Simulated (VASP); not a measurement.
# Tc (R-3m) in VASP: a series of runs

The runs below take Tc through single point, with PBEsol.

Everything below comes from runs of VASP 6.6.1. Logs are shortened: lines on timing, memory, paths and dates and some standing lists are left out, and cuts for length are marked.

## Step 1: The cell of the first run

The structure is trigonal, space group R-3m (No. 166). Conventional cell: a = 2.744 Å, b = 2.744 Å, c = 6.823 Å, α = 90.00°, β = 90.00°, γ = 120.00°. Within 3.6 Å of Tc (site symmetry -3m) lie 12 Tc at 2.74 to 2.77 Å.

## Step 2: Single point, PBEsol (equal xy, yz and zx shear strains of +1 %)

The input, INCAR:

```
PREC = Accurate
ENCUT = 520
EDIFF = 1E-6
ISMEAR = -1
SIGMA = 0.03
LREAL = False
LASPH = True
NELM = 60
ALGO = Normal
ISIF = 2
LWAVE = False
LCHARG = False
GGA = PS
NBANDS = 12
```

The input, KPOINTS:

```
regular mesh
0
Gamma
  18 18 18
```

The input, POSCAR:

```
Tc
1.0
    0.0195000000      1.9597500000      1.9597500000
    1.9597500000      0.0195000000      1.9597500000
    1.9597500000      1.9597500000      0.0195000000
Tc
1
Direct
    0.0000000000      0.0000000000      0.0000000000
```

Potentials or basis: VASP PAW PBE potentials, release 64 (Tc_pv).

The run is started by

```bash
$ cat potpaw_PBE.64/Tc_pv/POTCAR > POTCAR
$ mpirun -np 1 vasp_std > vasp.out
```

OUTCAR:

```text
PREC = Accurate
   ENCUT = 520
   EDIFF = 1E-6
   ISMEAR = -1
   LREAL = False
   LASPH = True
   NELM = 60
   ISIF = 2
   GGA = PS

 ion  position               nearest neighbor table
   1  0.000  0.000  0.000-

  LATTYP: Found a trigonal (rhomboedric) cell.
 ALAT       =     2.7715736279
 COS(alpha) =     0.5099250056

  Lattice vectors:

 A1 = (   0.0195000000,   1.9597500000,   1.9597500000)
 A2 = (   1.9597500000,   0.0195000000,   1.9597500000)
 A3 = (   1.9597500000,   1.9597500000,   0.0195000000)

Analysis of symmetry for initial positions (statically):
=====================================================================
 Subroutine PRICEL returns:
 Original cell was already a primitive cell.

 Routine SETGRP: Setting up the symmetry group for a
 trigonal (rhombohedral) supercell.

 Subroutine GETGRP returns: Found 12 space group operations
 (whereof 12 operations were pure point group operations)
 out of a pool of 12 trial point group operations.

The static configuration has the point symmetry D_3d.

Analysis of symmetry for dynamics (positions and initial velocities):
=====================================================================
 Subroutine PRICEL returns:
 Original cell was already a primitive cell.

 Routine SETGRP: Setting up the symmetry group for a
 trigonal (rhombohedral) supercell.

 Subroutine GETGRP returns: Found 12 space group operations
 (whereof 12 operations were pure point group operations)
 out of a pool of 12 trial point group operations.

The dynamic configuration has the point symmetry D_3d.

 Subroutine INISYM returns: Found 12 space group operations
 (whereof 12 operations are pure point group operations),
 and found     1 'primitive' translations

----------------------------------------------------------------------------------------

                                     Primitive cell

  volume of cell :      14.8286

  direct lattice vectors                    reciprocal lattice vectors
     0.019500000  1.959750000  1.959750000    -0.258974487  0.256423014  0.256423014
     1.959750000  0.019500000  1.959750000     0.256423014 -0.258974487  0.256423014
     1.959750000  1.959750000  0.019500000     0.256423014  0.256423014 -0.258974487

  length of vectors
     2.771573628  2.771573628  2.771573628     0.445615651  0.445615651  0.445615651

  position of ions in fractional coordinates (direct lattice)
     0.000000000  0.000000000  0.000000000

  ion indices of the primitive-cell ions
   primitive index   ion index
                 1           1

----------------------------------------------------------------------------------------

 KPOINTS: regular mesh

Automatic generation of k-mesh.
 Grid dimensions read from file:
 generate k-points for:   18   18   18

 Generating k-lattice:

  Cartesian coordinates                     Fractional coordinates (reciprocal lattice)
    -0.014387471  0.014245723  0.014245723     0.055555556 -0.000000000 -0.000000000
     0.014245723 -0.014387471  0.014245723    -0.000000000  0.055555556 -0.000000000
     0.014245723  0.014245723 -0.014387471    -0.000000000 -0.000000000  0.055555556

  Length of vectors
     0.024756425  0.024756425  0.024756425

  Shift w.r.t. Gamma in fractional coordinates (k-lattice)
     0.000000000  0.000000000  0.000000000

 Subroutine IBZKPT returns following result:
 ===========================================

 Found    580 irreducible k-points:

 Following reciprocal coordinates:
            Coordinates               Weight
  0.000000  0.000000  0.000000      1.000000
  0.055556 -0.000000  0.000000      6.000000
  0.111111 -0.000000  0.000000      6.000000
  0.166667 -0.000000 -0.000000      6.000000
  0.222222  0.000000  0.000000      6.000000
  0.277778  0.000000  0.000000      6.000000
[... 16 lines left out ...]
 -0.277778  0.055556  0.000000     12.000000
 -0.222222  0.055556 -0.000000     12.000000
 [... further k-points ...]
   k-points           NKPTS =    580   k-points in BZ     NKDIM =    580   number of bands    NBANDS=     12
   number of dos      NEDOS =    301   number of ions     NIONS =      1
   total plane-waves  NPLWV =  13824
   dimension x,y,z NGX =    24 NGY =   24 NGZ =   24
   dimension x,y,z NGXF=    48 NGYF=   48 NGZF=   48
   ions per type =               1
   NGX,Y,Z   is equivalent  to a cutoff of  14.40, 14.40, 14.40 a.u.
   NGXF,Y,Z  is equivalent  to a cutoff of  28.79, 28.79, 28.79 a.u.
 SYSTEM =  unknown system
   PREC   = accura    normal or accurate (medium, high low for compatibility)
   ISTART =      0    job   : 0-new  1-cont  2-samecut
   ICHARG =      2    charge: 1-file 2-atom 10-const
   ISPIN  =      1    spin polarized calculation?
   LNONCOLLINEAR =      F non collinear calculations
   LSORBIT =      F    spin-orbit coupling
   LASPH  =      T    aspherical Exc in radial PAW
   ENCUT  =  520.0 eV  38.22 Ry    6.18 a.u.   5.15  5.15  5.15*2*pi/ulx,y,z
   NELM   =     60;   NELMIN=  2; NELMDL= -5     # of ELM steps
   EDIFF  = 0.1E-05   stopping-criterion for ELM
   LREAL  =      F    real-space projection
   EDIFFG = 0.1E-04   stopping-criterion for IOM
   NSW    =      0    number of steps for IOM
   IBRION =     -1    ionic relax: 0-MD 1-quasi-New 2-CG
   NFREE  =      0    steps in history (QN), initial steepest desc. (CG)
   ISIF   =      2    stress and relaxation
   ISYM   =      2    0-nonsym 1-usesym 2-fastsym
   POTIM  = 0.5000    time-step for ionic-motion
   TEBEG  =    0.0;   TEEND  =   0.0 temperature during run
   PSTRESS=    0.0 pullay stress
   NELECT =      13.0000    total number of electrons
   NUPDOWN=      -1.0000    fix difference up-down
   EMIN   =  10.00;   EMAX   =-10.00  energy-range for DOS
   EFERMI =   0.00;   METHOD = LEGACY
   ISMEAR =    -1;   SIGMA  =   0.03  broadening in eV -4-tet -1-fermi 0-gaus
   EFERMI_NEDOS =   21; number of points for ismear=-14 and -15
   IALGO  =     38    algorithm
   IMIX   =      4    mixing-type and parameters
     AMIX     =   0.40;   BMIX     =  1.00
     AMIX_MAG =   1.60;   BMIX_MAG =  1.00
  volume/ion in A,a.u.               =      14.83       100.07
  Fermi-wavevector in a.u.,A,eV,Ry     =   1.566831  2.960881 33.401751  2.454959
  Thomas-Fermi vector in A             =   2.669101
   LORBIT       =      0    0 simple, 1 ext, 2 COOP (PROOUT), +10 PAW based schemes
   GGA     = PS    functional components
   LHFCALC =     F    Hartree Fock is set to
   AEXX    =    0.0000 exact exchange contribution
   IVDW    =     0    specifies the selected vdW correction
   LEPSILON=     F    determine dielectric tensor
   LRPA    =     F    only Hartree local field effects (RPA)
 non-spin polarized calculation
  energy-cutoff  :      520.00
  volume of cell :       14.83
 maximum number of plane-waves:       411
 NGX is ok and might be reduce to    24
   NGX = 11   NGY = 11   NGZ = 11

 number of electron      13.0000001 magnetization

 Free energy of the ion-electron system (eV)
  ---------------------------------------------------
  ext. energy  EPLUGINS =         0.00000000
  ---------------------------------------------------
  free energy    TOTEN  =       -11.15150163 eV

  energy without entropy =      -11.14813878  energy(sigma->0) =      -11.14982021

 E-fermi :  12.0749     XC(G=0): -13.7368

 val. band max:       12.0731921503   @ k =  -0.1667   0.3333   0.1111
 cond. band min:      12.0750807502   @ k =   0.4444   0.4444   0.3889
 fundamental gap:      0.0018885999
 Fermi energy:        12.0749062511

 k-point     1 :       0.0000    0.0000    0.0000
  band No.  band energies     occupation
      1     -26.2696      2.00000
      2     -26.2303      2.00000
      3     -26.2303      2.00000
      4       4.6868      2.00000
      5      10.2271      2.00000
      6      10.4518      2.00000
      7      10.4518      2.00000
      8      12.8835      0.00000
      9      12.8835      0.00000
     10      26.1074      0.00000
     11      31.2370      0.00000
     12      31.6566      0.00000

 k-point     2 :       0.0556   -0.0000    0.0000
  band No.  band energies     occupation
      1     -26.2822      2.00000
      2     -26.2592      2.00000
      3     -26.2353      2.00000
      4       4.8161      2.00000
      5      10.2607      2.00000
      6      10.3955      2.00000
      7      10.5129      2.00000
      8      12.8396      0.00000
      9      12.8415      0.00000
     10      26.3412      0.00000
     11      30.9665      0.00000
     12      31.5325      0.00000

 k-point     3 :       0.1111   -0.0000    0.0000
  band No.  band energies     occupation
      1     -26.3783      2.00000
      2     -26.2819      2.00000
      3     -26.2498      2.00000
      4       5.1860      2.00000
      5      10.1424      2.00000
      6      10.4604      2.00000
      7      10.6735      2.00000
      8      12.7405      0.00000
      9      12.7475      0.00000
     10      26.9791      0.00000
     11      29.7372      0.00000
     12      32.1623      0.00000

 k-point     4 :       0.1667   -0.0000   -0.0000
  band No.  band energies     occupation
      1     -26.5375      2.00000
      2     -26.3024      2.00000
      3     -26.2719      2.00000
      4       5.7339      2.00000
      5       9.9333      2.00000
      6      10.6152      2.00000
      7      10.8538      2.00000
      8      12.6860      0.00000
      9      12.7030      0.00000
     10      27.6929      0.00000
     11      28.5738      0.00000
     12      33.1843      0.00000

 k-point     5 :       0.2222    0.0000    0.0000
  band No.  band energies     occupation
      1     -26.7300      2.00000
      2     -26.3268      2.00000
      3     -26.2989      2.00000
      4       6.3224      2.00000
      5       9.8762      2.00000
      6      10.6739      2.00000
      7      10.9210      2.00000
      8      12.8171      0.00000
      9      12.8600      0.00000
     10      26.9676      0.00000
     11      28.7942      0.00000
     12      34.4968      0.00000

 k-point     6 :       0.2778    0.0000    0.0000
  band No.  band energies     occupation
      1     -26.9311      2.00000
      2     -26.3524      2.00000
      3     -26.3275      2.00000
      4       6.7339      2.00000
      5      10.2021      2.00000
      6      10.5827      2.00000
      7      10.8248      2.00000
      8      13.1892      0.00000
      9      13.2707      0.00000
     10      25.8655      0.00000
     11      28.7280      0.00000
     12      35.8238      0.00000

 k-point     7 :       0.3333    0.0000    0.0000
  band No.  band energies     occupation
      1     -27.1165      2.00000
      2     -26.3763      2.00000
      3     -26.3542      2.00000
      4       6.8590      2.00000
      5      10.4088      2.00000
      6      10.6494      2.00000
      7      10.9911      2.00000
      8      13.7077      0.00000
      9      13.8243      0.00000
     10      24.8243      0.00000
     11      27.7844      0.00000
     12      34.5089      0.00000

 k-point     8 :       0.3889   -0.0000   -0.0000
  band No.  band energies     occupation
      1     -27.2652      2.00000
      2     -26.3957      2.00000
      3     -26.3759      2.00000
      4       6.8181      2.00000
      5      10.2400      2.00000
      6      10.4803      2.00000
      7      12.0174      1.74325
      8      14.2303      0.00000
      9      14.3734      0.00000
     10      23.8036      0.00000
     11      26.6710      0.00000
     12      33.0709      0.00000
[... 166 lines left out ...]
 k-point    20 :      -0.4444    0.0556   -0.0000
  band No.  band energies     occupation
      1     -27.3689      2.00000
      2     -26.4284      2.00000
      3     -26.4060      2.00000
      4       6.8381      2.00000
      5      10.1015      2.00000
      6      10.3111      2.00000
      7      12.6740      0.00000
      8      14.6166      0.00000
      9      15.4724      0.00000
     10      22.6420      0.00000
     11      26.0256      0.00000
     12      31.7313      0.00000

 k-point    21 :      -0.3889    0.0556    0.0000
  band No.  band energies     occupation
      1     -27.2957      2.00000
      2     -26.4222      2.00000
      3     -26.3903      2.00000
      4       6.9005      2.00000
      5      10.2062      2.00000
      6      10.4017      2.00000
      7      12.0122      1.78015
      8      14.1750      0.00000
      9      15.1271      0.00000
     10      23.4945      0.00000
     11      26.5435      0.00000
     12      32.1921      0.00000

 k-point    22 :      -0.3333    0.0556   -0.0000
  band No.  band energies     occupation
      1     -27.1671      2.00000
      2     -26.4069      2.00000
      3     -26.3675      2.00000
      4       6.9662      2.00000
      5      10.3720      2.00000
      6      10.5626      2.00000
      7      11.0828      2.00000
      8      13.5920      0.00000
      9      14.5743      0.00000
     10      24.5821      0.00000
     11      27.5072      0.00000
     12      33.1215      0.00000

 k-point    23 :      -0.2778    0.0556    0.0000
  band No.  band energies     occupation
      1     -26.9968      2.00000
      2     -26.3841      2.00000
      3     -26.3407      2.00000
      4       6.9189      2.00000
      5      10.2275      2.00000
      6      10.5840      2.00000
      7      10.7606      2.00000
      8      12.9978      0.00000
      9      13.9598      0.00000
     10      25.6570      0.00000
     11      28.5875      0.00000
     12      34.2381      0.00000

 k-point    24 :      -0.2222    0.0556   -0.0000
  band No.  band energies     occupation
      1     -26.8038      2.00000
      2     -26.3566      2.00000
      3     -26.3128      2.00000
      4       6.6014      2.00000
      5       9.7931      2.00000
      6      10.7269      2.00000
      7      10.9205      2.00000
      8      12.5369      0.00000
      9      13.4126      0.00000
     10      26.7455      0.00000
     11      29.0095      0.00000
     12      33.9744      0.00000

 [... further k-points ...]
[... 5 lines left out ...]
  --------------------------------------------------------------------------------------
  -------------------------------------------------------------------------------------
  Total       -1.4515208     -1.4515208     -1.4515208     -0.1497585     -0.1497585     -0.1497585
  in kB     -156.8312039   -156.8312039   -156.8312039    -16.1808249    -16.1808249    -16.1808249
  external PRESSURE =    -156.8312039 kB  Pullay stress =       0.0000000 kB

 VOLUME and BASIS-vectors are now :
 -----------------------------------------------------------------------------
  energy-cutoff  :      520.00
  volume of cell :       14.83
      direct lattice vectors                 reciprocal lattice vectors
     0.019500000  1.959750000  1.959750000    -0.258974487  0.256423014  0.256423014
     1.959750000  0.019500000  1.959750000     0.256423014 -0.258974487  0.256423014
     1.959750000  1.959750000  0.019500000     0.256423014  0.256423014 -0.258974487

 POSITION                                       TOTAL-FORCE (eV/Angst)
 -----------------------------------------------------------------------------------
      0.00000      0.00000      0.00000        -0.000000      0.000000      0.000000
 -----------------------------------------------------------------------------------
    total drift:                               -0.000000      0.000000      0.000000

  FREE ENERGIE OF THE ION-ELECTRON SYSTEM (eV)
  ---------------------------------------------------
  free  energy   TOTEN  =       -11.1515016309 eV

  energy  without entropy=      -11.1481387849  energy(sigma->0) =      -11.14982021
```

Run time: 26 s. Hardware: 1 thread of Intel Xeon 6975P-C (Granite Rapids), shared host; peak memory 0.22 GiB.

Results:

```
Free energy : -11.1515 eV
Pressure    : -15.7 GPa
```

Caveat: the cell differs from its parent crystal (equal xy, yz and zx shear strains of +1 %); the PAW data sets were made with another functional, which shifts forces and pressure a little.

## Step 3: Single point, PBEsol (equal xy, yz and zx shear strains of +2 %)

The input, INCAR:

```
PREC = Accurate
ENCUT = 520
EDIFF = 1E-7
ISMEAR = -1
SIGMA = 0.03
LREAL = False
LASPH = True
NELM = 80
ALGO = Normal
ISIF = 2
LWAVE = False
LCHARG = True
GGA = PS
LELF = True
LVHAR = True
NBANDS = 12
```

The input, KPOINTS:

```
Automatic mesh
0
Gamma
  18 18 18
```

The input, POSCAR:

```
Tc
1.0
    0.0390000000      1.9695000000      1.9695000000
    1.9695000000      0.0390000000      1.9695000000
    1.9695000000      1.9695000000      0.0390000000
Tc
1
Direct
    0.0000000000      0.0000000000      0.0000000000
```

Potentials or basis: VASP PAW PBE potentials, release 64 (Tc_pv).

The run is started by

```bash
$ cat potpaw_PBE.64/Tc_pv/POTCAR > POTCAR
$ mpirun -np 1 vasp_std > vasp.out
```

It took 31 s on 1 thread of Intel Xeon 6975P-C (Granite Rapids), shared host; peak memory 0.22 GiB.

The run converged. Its results:

```yaml
Free_energy: -11.1452 eV
Pressure: -15.5 GPa
```

Stress tensor (GPa, compression positive):
```
-15.46  -3.20  -3.20
 -3.20 -15.46  -3.20
 -3.20  -3.20 -15.46
```

Levels at points of the mesh, in eV from the Fermi level:
| k point | band 4 | band 5 | band 6 | band 7 | band 8 | band 9 | band 10 | band 11 |
| --- | --- | --- | --- | --- | --- | --- | --- | --- |
| (0.00, 0.00, 0.00) | -7.39 | -2.00 | -1.56 | -1.56 | 0.82 | 0.82 | 14.02 | 18.90 |
| (0.50, 0.00, 0.00) | -5.36 | -2.13 | -1.65 | 1.29 | 2.61 | 2.95 | 10.51 | 13.59 |
| (0.50, 0.50, 0.00) | -5.69 | -5.10 | 2.67 | 3.30 | 3.35 | 3.72 | 12.48 | 13.15 |
| (0.50, 0.50, 0.50) | -5.36 | -1.78 | -1.78 | 0.87 | 2.68 | 2.68 | 9.93 | 13.88 |

Caveat: the cell differs from its parent crystal (equal xy, yz and zx shear strains of +2 %); the PAW data sets were made with another functional, which shifts forces and pressure a little.
